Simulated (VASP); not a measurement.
# H2 in VASP: settings compared

H2 is run at these levels: PBE, PBEsol; tasks: single point.

Program: VASP 6.6.1. These are calculated values, not measurements. Logs are shortened: lines on timing, memory, paths and dates and some standing lists are left out, and cuts for length are marked.

## Step 1: The cell of the first run

The cell holds a molecule in a box, 2 atoms: a = 12.000 Å, b = 12.500 Å, c = 13.000 Å, α = 90.00°, β = 90.00°, γ = 90.00°.

## Step 2: Single point, PBE

Contents of INCAR:

```
SYSTEM = H
  PREC = Accurate
  ENCUT = 520
  EDIFF = 1E-7
  ISMEAR = 0
  SIGMA = 0.01
  LREAL = .FALSE.
  LASPH = .TRUE.
  NELM = 60
  ALGO = Normal
  ISIF = 2
  LWAVE = .FALSE.
  LCHARG = .FALSE.
  GGA = PE
  NBANDS = 8
```

Contents of KPOINTS:

```
regular mesh
0
G
  1 1 1
  0 0 0
```

Contents of POSCAR:

```
H
1.0
   12.0000000000      0.0000000000      0.0000000000
    0.0000000000     12.5000000000      0.0000000000
    0.0000000000      0.0000000000     13.0000000000
H
2
Direct
    0.4500000000      0.4700000000      0.4711284794
    0.4500000000      0.4700000000      0.5288715206
```

Potentials or basis: VASP PAW PBE potentials, release 64 (H).

Started as:

```bash
> cat potpaw_PBE.64/H/POTCAR > POTCAR
> mpirun -np 1 vasp_gam > vasp.out
```

OUTCAR:

```text
SYSTEM = H
   PREC = Accurate
   ENCUT = 520
   EDIFF = 1E-7
   ISMEAR = 0
   LREAL = .FALSE.
   LASPH = .TRUE.
   NELM = 60
   ISIF = 2
   GGA = PE

 ion  position               nearest neighbor table
   1  0.450  0.470  0.471-   2 0.75
   2  0.450  0.470  0.529-   1 0.75

  LATTYP: Found a simple orthorhombic cell.
 ALAT       =    12.0000000000
 B/A-ratio  =     1.0416666667
 C/A-ratio  =     1.0833333333

  Lattice vectors:

 A1 = (  12.0000000000,   0.0000000000,   0.0000000000)
 A2 = (   0.0000000000,  12.5000000000,   0.0000000000)
 A3 = (   0.0000000000,   0.0000000000,  13.0000000000)

Analysis of symmetry for initial positions (statically):
=====================================================================
 Subroutine PRICEL returns:
 Original cell was already a primitive cell.

 Routine SETGRP: Setting up the symmetry group for a
 simple orthorhombic supercell.

 Subroutine GETGRP returns: Found  8 space group operations
 (whereof  2 operations were pure point group operations)
 out of a pool of  8 trial point group operations.

The static configuration has the point symmetry C_1h.
 The point group associated with its full space group is D_2h.

Analysis of symmetry for dynamics (positions and initial velocities):
=====================================================================
 Subroutine PRICEL returns:
 Original cell was already a primitive cell.

 Routine SETGRP: Setting up the symmetry group for a
 simple orthorhombic supercell.

 Subroutine GETGRP returns: Found  8 space group operations
 (whereof  2 operations were pure point group operations)
 out of a pool of  8 trial point group operations.

The dynamic configuration has the point symmetry C_1h.
 The point group associated with its full space group is D_2h.

 Subroutine INISYM returns: Found  8 space group operations
 (whereof  2 operations are pure point group operations),
 and found     1 'primitive' translations

----------------------------------------------------------------------------------------

                                     Primitive cell

  volume of cell :    1950.0000

  direct lattice vectors                    reciprocal lattice vectors
    12.000000000  0.000000000  0.000000000     0.083333333  0.000000000  0.000000000
     0.000000000 12.500000000  0.000000000     0.000000000  0.080000000  0.000000000
     0.000000000  0.000000000 13.000000000     0.000000000  0.000000000  0.076923077

[... 55 lines left out ...]
   LSORBIT =      F    spin-orbit coupling
   LASPH  =      T    aspherical Exc in radial PAW
   ENCUT  =  520.0 eV  38.22 Ry    6.18 a.u.  22.31 23.24 24.17*2*pi/ulx,y,z
   NELM   =     60;   NELMIN=  2; NELMDL= -5     # of ELM steps
   EDIFF  = 0.1E-06   stopping-criterion for ELM
   LREAL  =      F    real-space projection
   EDIFFG = 0.1E-05   stopping-criterion for IOM
   NSW    =      0    number of steps for IOM
   IBRION =     -1    ionic relax: 0-MD 1-quasi-New 2-CG
   NFREE  =      0    steps in history (QN), initial steepest desc. (CG)
   ISIF   =      2    stress and relaxation
   ISYM   =      2    0-nonsym 1-usesym 2-fastsym
   POTIM  = 0.5000    time-step for ionic-motion
   TEBEG  =    0.0;   TEEND  =   0.0 temperature during run
   PSTRESS=    0.0 pullay stress
   NELECT =       2.0000    total number of electrons
   NUPDOWN=      -1.0000    fix difference up-down
   EMIN   =  10.00;   EMAX   =-10.00  energy-range for DOS
   EFERMI =   0.00;   METHOD = LEGACY
   ISMEAR =     0;   SIGMA  =   0.01  broadening in eV -4-tet -1-fermi 0-gaus
   EFERMI_NEDOS =   21; number of points for ismear=-14 and -15
   IALGO  =     38    algorithm
   IMIX   =      4    mixing-type and parameters
     AMIX     =   0.40;   BMIX     =  1.00
     AMIX_MAG =   1.60;   BMIX_MAG =  1.00
  volume/ion in A,a.u.               =     975.00      6579.62
  Fermi-wavevector in a.u.,A,eV,Ry     =   0.165097  0.311989  0.370856  0.027257
  Thomas-Fermi vector in A             =   0.866411
   LORBIT       =      0    0 simple, 1 ext, 2 COOP (PROOUT), +10 PAW based schemes
   GGA     = PE    functional components
   LHFCALC =     F    Hartree Fock is set to
   AEXX    =    0.0000 exact exchange contribution
   IVDW    =     0    specifies the selected vdW correction
   LEPSILON=     F    determine dielectric tensor
   LRPA    =     F    only Hartree local field effects (RPA)
 non-spin polarized calculation
 Gauss-broadening in eV      SIGMA  =   0.01
  energy-cutoff  :      520.00
  volume of cell :     1950.00
 maximum number of plane-waves:     26244
 NGX is ok and might be reduce to    90
   NGX = 45   NGY = 47   NGZ = 49

 number of electron       1.9999999 magnetization

 Free energy of the ion-electron system (eV)
  ---------------------------------------------------
  ext. energy  EPLUGINS =         0.00000000
  ---------------------------------------------------
  free energy    TOTEN  =        -6.77238195 eV

  energy without entropy =       -6.77238195  energy(sigma->0) =       -6.77238195

 E-fermi : -10.2507     XC(G=0):  -0.1997

 val. band max:      -10.3175215983   @ k =   0.0000   0.0000   0.0000
 cond. band min:      -0.1021317914   @ k =   0.0000   0.0000   0.0000
 fundamental gap:     10.2153898069
 Fermi energy:       -10.2506904045

 k-point     1 :       0.0000    0.0000    0.0000
  band No.  band energies     occupation
      1     -10.3175      2.00000
      2      -0.1021      0.00000
      3       0.2465      0.00000
      4       0.6809      0.00000
      5       0.7362      0.00000
      6       0.7754      0.00000
      7       0.8938      0.00000
      8       0.9779      0.00000

------------------------ aborting loop because EDIFF is reached ----------------------------------------

  FORCE on cell =-STRESS in cart. coord.  units (eV):
  Direction    XX          YY          ZZ          XY          YZ          ZX
  --------------------------------------------------------------------------------------
  -------------------------------------------------------------------------------------
  Total       -0.0272312     -0.0270555     -0.0541701     -0.0000000      0.0000000      0.0000000
  in kB       -0.0223739     -0.0222296     -0.0445077     -0.0000000      0.0000000      0.0000000
  external PRESSURE =      -0.0297038 kB  Pullay stress =       0.0000000 kB

 VOLUME and BASIS-vectors are now :
 -----------------------------------------------------------------------------
  energy-cutoff  :      520.00
  volume of cell :     1950.00
      direct lattice vectors                 reciprocal lattice vectors
    12.000000000  0.000000000  0.000000000     0.083333333  0.000000000  0.000000000
     0.000000000 12.500000000  0.000000000     0.000000000  0.080000000  0.000000000
     0.000000000  0.000000000 13.000000000     0.000000000  0.000000000  0.076923077

 POSITION                                       TOTAL-FORCE (eV/Angst)
 -----------------------------------------------------------------------------------
      5.40000      5.87500      6.12467         0.000000      0.000000      0.025668
      5.40000      5.87500      6.87533         0.000000      0.000000     -0.025668
 -----------------------------------------------------------------------------------
    total drift:                                0.000000      0.000008      0.000000

  FREE ENERGIE OF THE ION-ELECTRON SYSTEM (eV)
  ---------------------------------------------------
  free  energy   TOTEN  =        -6.7723819465 eV

  energy  without entropy=       -6.7723819465  energy(sigma->0) =       -6.77238195
```

Wall time 75 s (1 thread of Intel Xeon 6975P-C (Granite Rapids), shared host); peak memory 1.2 GiB.

What came out:

```yaml
Free_energy: -6.7724 eV
Largest_force: 0.026 eV/Å
Gap_between_the_frontier_levels: 10.22 eV
```

Forces in eV/Å, atoms in the order of the input:
```
H    0.000  0.000  0.026
H    0.000  0.000 -0.026
```

## Step 3: Single point, PBEsol

Contents of INCAR:

```
ALGO = Normal ; EDIFF = 1E-6
ENCUT = 520 ; GGA = PS
ISIF = 2 ; ISMEAR = 0
LASPH = True ; LCHARG = True
LELF = True ; LREAL = False
LVHAR = True ; LWAVE = False
NBANDS = 8 ; NELM = 80
PREC = Accurate ; SIGMA = 0.01
```

Contents of KPOINTS:

```
k-points
0
Gamma
  1 1 1
```

Contents of POSCAR:

```
H
1.0
   12.0000000000      0.0000000000      0.0000000000
    0.0000000000     12.5000000000      0.0000000000
    0.0000000000      0.0000000000     13.0000000000
H
2
Direct
    0.4500000000      0.4700000000      0.4708188283
    0.4500000000      0.4700000000      0.5291811717
```

Potentials or basis: VASP PAW PBE potentials, release 64 (H).

Started as:

```bash
> cat potpaw_PBE.64/H/POTCAR > POTCAR
> mpirun -np 1 vasp_gam > vasp.out
```

OUTCAR:

```text
EDIFF = 1E-6
   ENCUT = 520
   GGA = PS
   ISIF = 2
   ISMEAR = 0
   LASPH = True
   LREAL = False
   NELM = 80
   PREC = Accurate

 ion  position               nearest neighbor table
   1  0.450  0.470  0.471-   2 0.76
   2  0.450  0.470  0.529-   1 0.76

  LATTYP: Found a simple orthorhombic cell.
 ALAT       =    12.0000000000
 B/A-ratio  =     1.0416666667
 C/A-ratio  =     1.0833333333

  Lattice vectors:

 A1 = (  12.0000000000,   0.0000000000,   0.0000000000)
 A2 = (   0.0000000000,  12.5000000000,   0.0000000000)
 A3 = (   0.0000000000,   0.0000000000,  13.0000000000)

Analysis of symmetry for initial positions (statically):
=====================================================================
 Subroutine PRICEL returns:
 Original cell was already a primitive cell.

 Routine SETGRP: Setting up the symmetry group for a
 simple orthorhombic supercell.

 Subroutine GETGRP returns: Found  8 space group operations
 (whereof  2 operations were pure point group operations)
 out of a pool of  8 trial point group operations.
[... 136 lines left out ...]
  ext. energy  EPLUGINS =         0.00000000
  ---------------------------------------------------
  free energy    TOTEN  =        -6.51343817 eV

  energy without entropy =       -6.51343817  energy(sigma->0) =       -6.51343817

 E-fermi : -10.0588     XC(G=0):  -0.2043

 val. band max:      -10.1244415945   @ k =   0.0000   0.0000   0.0000
 cond. band min:      -0.0992818047   @ k =   0.0000   0.0000   0.0000
 fundamental gap:     10.0251597898
 Fermi energy:       -10.0587968535

 k-point     1 :       0.0000    0.0000    0.0000
  band No.  band energies     occupation
      1     -10.1244      2.00000
      2      -0.0993      0.00000
      3       0.2933      0.00000
      4       0.6998      0.00000
      5       0.7580      0.00000
      6       0.7856      0.00000
      7       0.8876      0.00000
      8       0.9704      0.00000

------------------------ aborting loop because EDIFF is reached ----------------------------------------

  FORCE on cell =-STRESS in cart. coord.  units (eV):
  Direction    XX          YY          ZZ          XY          YZ          ZX
  --------------------------------------------------------------------------------------
  -------------------------------------------------------------------------------------
  Total       -0.0251881     -0.0250174     -0.0394904      0.0000000      0.0000000      0.0000000
  in kB       -0.0206953     -0.0205550     -0.0324465      0.0000000      0.0000000      0.0000000
  external PRESSURE =      -0.0245656 kB  Pullay stress =       0.0000000 kB

 VOLUME and BASIS-vectors are now :
 -----------------------------------------------------------------------------
  energy-cutoff  :      520.00
  volume of cell :     1950.00
      direct lattice vectors                 reciprocal lattice vectors
    12.000000000  0.000000000  0.000000000     0.083333333  0.000000000  0.000000000
     0.000000000 12.500000000  0.000000000     0.000000000  0.080000000  0.000000000
     0.000000000  0.000000000 13.000000000     0.000000000  0.000000000  0.076923077

 POSITION                                       TOTAL-FORCE (eV/Angst)
 -----------------------------------------------------------------------------------
      5.40000      5.87500      6.12064         0.000000      0.000000      0.011094
      5.40000      5.87500      6.87936         0.000000      0.000000     -0.011094
 -----------------------------------------------------------------------------------
    total drift:                                0.000000      0.000008      0.000000

  FREE ENERGIE OF THE ION-ELECTRON SYSTEM (eV)
  ---------------------------------------------------
  free  energy   TOTEN  =        -6.5134381721 eV

  energy  without entropy=       -6.5134381721  energy(sigma->0) =       -6.51343817
```

stdout:

```text
POSCAR found type information on POSCAR H
 POSCAR found :  1 types and       2 ions
 scaLAPACK will be used
 -----------------------------------------------------------------------------
|                                                                             |
|                                                                             |
|     You enforced a specific xc type in the INCAR file but a different       |
|     I HOPE YOU KNOW WHAT YOU ARE DOING!                                     |
|                                                                             |
 -----------------------------------------------------------------------------

 LDA part: xc-table for (Slater+PW92), standard interpolation
 POSCAR, INCAR and KPOINTS ok, starting setup
 FFT: planning ... GRIDC
 FFT: planning ... GRID_SOFT
 FFT: planning ... GRID
 WAVECAR not read
 entering main loop
```

Run time: 88 s. Hardware: 1 thread of Intel Xeon 6975P-C (Granite Rapids), shared host; peak memory 1.2 GiB.

Results:

| Property | Result |
| --- | --- |
| Free energy | -6.5134 eV |
| Largest force | 0.011 eV/Å |
| Gap between the frontier levels | 10.03 eV |

Forces on the atoms (eV/Å):
```
H    0.000  0.000  0.011
H    0.000  0.000 -0.011
```

Caveat: the PAW data sets were made with another functional, which shifts forces and pressure a little.
